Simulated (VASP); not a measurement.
**Si8HC: single point with LDA**

The system is Si8HC, a slab with vacuum.

```
Si C H
1.0
     3.80169    0.00000    0.00000
     0.00000    6.28869    0.00000
     0.00000    0.00000   20.79590
Si C H
8 1 1
Cartesian
  0.0000 5.8923 4.0000
  0.0000 3.5408 4.0000
  1.9008 2.7479 5.0975
  1.9008 0.3964 5.0975
  1.9008 5.8675 7.3035
  1.9008 3.5655 7.3035
  0.0000 2.6800 8.1959
  0.0000 0.4644 8.1959
  0.0000 5.8243 9.6935
  0.0000 5.8243 10.7868
```

```json
{
  "Program": "VASP 6.6.1",
  "Task": "single point",
  "Functional": "LDA",
  "Potentials or basis": "VASP PAW LDA potentials, release 64 (Si, C, H)",
  "Cutoff": "520 eV",
  "k mesh": "7 × 4 × 1",
  "Occupations": "gaussian, width 0.05 eV",
  "Spin": "collinear spin",
  "Starting moments": "[0.0, 0.0, 0.0, 0.0, 0.0, 0.0, 0.0, 0.0, 1.0, 0.0] μB",
  "Dipole correction": "yes",
  "Further INCAR settings": "ALGO = Normal; EDIFF = 1e-06; NBANDS = 34"
}
```

```
Largest force                                         : 1.554 eV/Å
Net moment                                            : 1.17 μB per cell
Site moments                                          : Si -0.01, +0.06, -0.00, +0.02, +0.01 (each value once); C +0.47; H +0.00 μB
Valence electrons inside the program's atomic spheres : Si 1.66, 1.69, 1.70, 1.73, 1.72, 1.78 (each value once); C 2.35; H 0.65
```

Forces in eV/Å, atoms in the order of the input:
```
Si   0.000 -0.577  0.610
Si   0.000  0.568  0.480
Si   0.000  0.008 -0.722
Si   0.000 -0.064 -0.599
Si   0.000 -0.205 -1.025
Si   0.000 -0.047  0.000
Si   0.000  1.533  0.257
Si   0.000 -0.984  1.016
C    0.000 -0.155 -0.064
H    0.000 -0.077  0.047
```

Levels at points of the mesh, in eV from the Fermi level:
Spin up:
| k point | band 15 | band 16 | band 17 | band 18 | band 19 | band 20 | band 21 | band 22 | band 23 | band 24 |
| --- | --- | --- | --- | --- | --- | --- | --- | --- | --- | --- |
| (0.00, 0.00, 0.00) | -1.26 | -0.72 | -0.22 | -0.21 | 0.27 | 0.63 | 0.91 | 1.70 | 1.79 | 2.77 |
| (0.00, 0.50, 0.00) | -1.39 | -1.18 | -0.99 | -0.50 | 0.08 | 0.46 | 0.90 | 1.40 | 1.97 | 2.18 |
Spin down:
```csv
k point,band 16,band 17,band 18,band 19,band 20,band 21
"(0.00, 0.00, 0.00)",-0.68,-0.09,0.25,0.32,1.02,1.44
"(0.00, 0.50, 0.00)",-1.11,-0.95,-0.06,0.22,1.04,1.40
```

Run time: 19 min on 1 thread of Intel(R) Xeon(R) Platinum 8259CL CPU @ 2.50GHz (Skylake/Cascade Lake), with other jobs on the host, peak memory 0.61 GiB.

Caveat: a moment this small can come from the mesh or the smearing.
